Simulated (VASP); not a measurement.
# Zr (P6_3/mmc) in VASP: notebook, part 2 of 2

VASP 6.6.1. The steps go on from the part before.

### Step 4. Single point, LDA

This run uses another cell than the first one, of 21.75 Å³/atom, 0.926 times its volume.

INCAR

```
SYSTEM = Zr
PREC = Accurate ; ENCUT = 520
EDIFF = 1E-6 ; ISMEAR = -1
SIGMA = 0.1 ; LREAL = .FALSE.
LASPH = .TRUE. ; NELM = 60
ALGO = Normal ; ISIF = 2
LWAVE = .FALSE. ; LCHARG = .FALSE.
GGA = CA ; NBANDS = 32
```

KPOINTS

```
regular mesh
0
G
  15 15 4
  0 0 0
```

POSCAR

```
Zr
1.0
    3.1265238884      0.0000000000      0.0000000000
   -1.5632619442      2.7076491129      0.0000000000
    0.0000000000      0.0000000000     10.2769611226
Zr
4
Direct
    0.0000000000      1.0000000000      0.0000000000
    0.0000000000      1.0000000000      0.5000000000
    0.3333333333      0.6666666667      0.2500000000
    0.6666666667      0.3333333333      0.7500000000
```

The run is started by

```
cat potpaw_LDA.64/Zr_sv/POTCAR > POTCAR
mpirun -np 1 vasp_std > vasp.out
```

Run time: 7.4 min. Hardware: 1 thread of AMD EPYC 7R13, shared host; peak memory 0.25 GiB.

Results (log left out):

* Free energy: -37.0936 eV
* Pressure: 0.1 GPa
* Band gap on the k mesh: zero (band 24 reaches 10.31 eV, above the bottom of band 25 at 9.02 eV)

Stress tensor (GPa, compression positive):
```
0.11 0.00 0.00
0.00 0.11 0.00
0.00 0.00 0.20
```

Levels at points of the mesh, in eV from the Fermi level:
| k point | band 21 | band 22 | band 23 | band 24 | band 25 | band 26 | band 27 | band 28 |
| --- | --- | --- | --- | --- | --- | --- | --- | --- |
| (0.00, 0.00, 0.00) | -0.05 | -0.01 | 0.78 | 0.78 | 0.85 | 0.91 | 0.91 | 1.27 |
| (0.00, 0.00, 0.50) | 0.47 | 0.47 | 0.56 | 0.56 | 0.93 | 0.93 | 0.93 | 0.93 |

### Step 5. Relaxation of cell and atoms, LDA

This run uses another cell than the first one, of 23.28 Å³/atom, 0.991 times its volume.

INCAR

```
SYSTEM = Zr
  ALGO = Normal
  EDIFF = 1E-7
  EDIFFG = -0.01
  ENCUT = 600
  IBRION = 2
  ISIF = 3
  ISMEAR = -1
  LASPH = .True.
  LCHARG = .False.
  LREAL = .False.
  LWAVE = .False.
  NELM = 80
  NSW = 80
  PREC = Accurate
  SIGMA = 0.1
```

KPOINTS

```
k-points
0
Gamma
  11 11 3
  0 0 0
```

POSCAR

```
Zr
1.0
    3.2050642256      0.0000000000      0.0000000000
   -1.6025321128      2.7756670401      0.0000000000
    0.0000000000      0.0000000000     10.4677397607
Zr
4
Direct
    0.0000000000      0.0000000000      0.0000000000
    0.0000000000      0.0000000000      0.5000000000
    0.3333333333      0.6666666667      0.2500000000
    0.6666666667      0.3333333333      0.7500000000
```

Potentials or basis: VASP PAW LDA potentials, release 64 (Zr_sv).

The run is started by

```
cat potpaw_LDA.64/Zr_sv/POTCAR > POTCAR
mpirun -np 1 vasp_std > vasp.out
```

OUTCAR:

```text
SYSTEM = Zr
   EDIFF = 1E-7
   EDIFFG = -0.01
   ENCUT = 600
   IBRION = 2
   ISIF = 3
   ISMEAR = -1
   LASPH = .True.
   LREAL = .False.
   NELM = 80
   NSW = 80
   PREC = Accurate

 ion  position               nearest neighbor table
   1  0.000  0.000  0.000-   3 3.21   4 3.21   3 3.21   4 3.21   4 3.21   3 3.21
   2  0.000  0.000  0.500-   3 3.21   4 3.21   3 3.21   4 3.21   4 3.21   3 3.21
   3  0.333  0.667  0.250-   1 3.21   2 3.21   1 3.21   2 3.21   1 3.21   2 3.21
   4  0.667  0.333  0.750-   1 3.21   2 3.21   1 3.21   2 3.21   1 3.21   2 3.21

  LATTYP: Found a hexagonal cell.
 ALAT       =     3.2050642256
 C/A-ratio  =     3.2660000000

  Lattice vectors:

 A1 = (   3.2050642256,   0.0000000000,   0.0000000000)
 A2 = (  -1.6025321128,   2.7756670401,   0.0000000000)
 A3 = (   0.0000000000,   0.0000000000,  10.4677397607)

Analysis of symmetry for initial positions (statically):
=====================================================================
 Subroutine PRICEL returns:
[... 224 lines left out ...]

 k-point     1 :       0.0000    0.0000    0.0000
  band No.  band energies     occupation
      1     -38.0332      2.00000
      2     -37.9353      2.00000
      3     -37.8833      2.00000
      4     -37.7820      2.00000
      5     -16.9240      2.00000
      6     -16.2345      2.00000
[... 962 lines left out ...]
--------------------------------------- Ionic step        8  -------------------------------------------

 number of electron      48.0000001 magnetization

 Free energy of the ion-electron system (eV)
  ---------------------------------------------------
  ext. energy  EPLUGINS =         0.00000000
  ---------------------------------------------------
  free energy    TOTEN  =       -37.10315912 eV

  energy without entropy =      -36.91446468  energy(sigma->0) =      -37.00881190

 E-fermi :   9.4803     XC(G=0): -11.6048

 val. band max:        9.4698058195   @ k =   0.0000   0.0000   0.0000
 cond. band min:       9.4839021407   @ k =   0.3636  -0.0000   0.0000
 fundamental gap:      0.0140963212
 Fermi energy:         9.4802856944

 k-point     1 :       0.0000    0.0000    0.0000
  band No.  band energies     occupation
      1     -38.8565      2.00000
      2     -38.7827      2.00000
      3     -38.7425      2.00000
      4     -38.6666      2.00000
      5     -17.6093      2.00000
      6     -17.0412      2.00000
[... 766 lines left out ...]
  FREE ENERGIE OF THE ION-ELECTRON SYSTEM (eV)
  ---------------------------------------------------
  free  energy   TOTEN  =       -37.1031591194 eV

  energy  without entropy=      -36.9144646788  energy(sigma->0) =      -37.00881190

 reached required accuracy - stopping structural energy minimisation
```

CONTCAR:

```text
Zr
   1.00000000000000
     3.1262463047918723    0.0000000000000000   -0.0000000000000000
    -1.5631231523959361    2.7074087184089186    0.0000000000000000
    -0.0000000000000000    0.0000000000000000   10.2826917976511680
  Zr
     4
Direct
     0.0000000000000000    0.0000000000000000    0.0000000000000000
     0.0000000000000000    0.0000000000000000    0.5000000000000000
     0.3333333332999970    0.6666666667000030    0.2500000000000000
     0.6666666667000030    0.3333333332999970    0.7500000000000000

  0.00000000E+00  0.00000000E+00  0.00000000E+00
  0.00000000E+00  0.00000000E+00  0.00000000E+00
  0.00000000E+00  0.00000000E+00  0.00000000E+00
  0.00000000E+00  0.00000000E+00  0.00000000E+00
```

Wall time 17 min (1 thread of AMD EPYC 7R13, shared host); peak memory 0.22 GiB.

Results:

```yaml
Free_energy: -37.1032 eV
Relaxed_volume: 21.76 Å³/atom
Relaxed_cell: a = 3.126 Å, b = 3.126 Å, c = 10.283 Å, α = 90.00°, β = 90.00°, γ = 120.00°
Space_group_after_relaxing_to_0.05_Å: P6_3/mmc (No. 194)
Energy_gained_by_relaxing: 29.6 meV/atom
Ionic_steps: 8
Pressure_after_relaxing: 0.1 GPa
Band_gap_on_the_k_mesh: zero (band 24 reaches 10.34 eV, above the bottom of band 25 at 9.10 eV)
```

Step by step:
```
step  energy change (eV)  largest force (eV/Å)  pressure (GPa)  volume (Å³)
   1              0.0000                0.0000           -6.01        93.12
   2             -0.0063                0.0000            7.02        81.85
   3             -0.1175                0.0000           -0.07        87.20
   4             -0.1175                0.0000            0.06        87.09
   5             -0.1180                0.0000            0.06        87.07
   6             -0.1182                0.0000            0.07        87.04
   7             -0.1182                0.0000            0.07        87.04
   8             -0.1182                0.0000            0.07        87.03
```

Final structure:
```cif
data_structure
_symmetry_space_group_name_H-M 'P 1'
_symmetry_Int_Tables_number 1
_cell_length_a 3.1262
_cell_length_b 3.1262
_cell_length_c 10.2827
_cell_angle_alpha 90.000
_cell_angle_beta 90.000
_cell_angle_gamma 120.000
_cell_volume 87.03
loop_
_atom_site_label
_atom_site_type_symbol
_atom_site_fract_x
_atom_site_fract_y
_atom_site_fract_z
_atom_site_occupancy
Zr1 Zr 0.00000 0.00000 0.00000 1
Zr2 Zr 0.00000 0.00000 0.50000 1
Zr3 Zr 0.33333 0.66667 0.25000 1
Zr4 Zr 0.66667 0.33333 0.75000 1
```

### Step 6. Summary

| task | cell | k mesh | cutoff (eV) | gap on the mesh (eV) | pressure (GPa) |
| --- | --- | --- | --- | --- | --- |
| single point | a = 3.208, b = 3.208, c = 10.544 Å, angles 90.0, 90.0, 120.0°, 4 atoms | 13 × 13 × 4 | 520 | none | -6.7 |
| single point | a = 3.247, b = 3.247, c = 10.673 Å, angles 90.0, 90.0, 120.0°, 4 atoms | 13 × 13 × 4 | 520 | none | -9.4 |
| single point | a = 3.127, b = 3.127, c = 10.277 Å, angles 90.0, 90.0, 120.0°, 4 atoms | 15 × 15 × 4 | 520 | none | 0.1 |
| relaxation of cell and atoms | relaxed from a = 3.205, b = 3.205, c = 10.468 Å, angles 90.0, 90.0, 120.0°, 4 atoms | 11 × 11 × 3 | 600 | none | 0.1 |

Alike in all rows: level LDA; potentials or basis VASP PAW LDA potentials, release 64 (Zr_sv); no spin polarisation; smearing fermi-dirac 0.1 eV.

Absolute energies hang on the potentials; compare differences alone.
